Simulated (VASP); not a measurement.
A run of VASP 6.6.1:

The input INCAR:

```
  PREC = Accurate
  ENCUT = 520
  EDIFF = 1E-6
  ISMEAR = 0
  SIGMA = 0.05
  LREAL = F
  LASPH = T
  NELM = 60
  ALGO = Normal
  ISIF = 2
  LWAVE = F
  LCHARG = F
  GGA = PE
  NBANDS = 26
```

KPOINTS

```
Automatic mesh
0
Gamma
  6 6 10
```

Contents of POSCAR:

```
BN
1.0
    4.5554000000      0.0000000000      0.0000000000
    0.0000000000      4.5554000000      0.0000000000
    0.0000000000      0.0000000000      2.8551000000
B N
4 4
Direct
    0.1742811368      0.8257188632      0.5000000000
    0.3257188632      0.3257188632      0.0000000000
    0.6742811368      0.6742811368      0.0000000000
    0.8257188632      0.1742811368      0.5000000000
    0.8126115048      0.8126115048      0.5000000000
    0.3126115048      0.6873884952      0.0000000000
    0.6873884952      0.3126115048      0.0000000000
    0.1873884952      0.1873884952      0.5000000000
```

Potentials or basis: VASP PAW PBE potentials, release 64 (B, N).

Run with:

```console
$ cat potpaw_PBE.64/B/POTCAR potpaw_PBE.64/N/POTCAR > POTCAR
$ mpirun -np 1 vasp_std > vasp.out
```

Hardware: 1 thread of Intel Xeon 8259CL (shared host).

**Question.** How long does it take, and how much memory?

**Answer.** It took 92 s on 1 thread of Intel Xeon 8259CL, on a shared host, peak memory 0.21 GiB. Counts: scf iterations 14, k points 60.
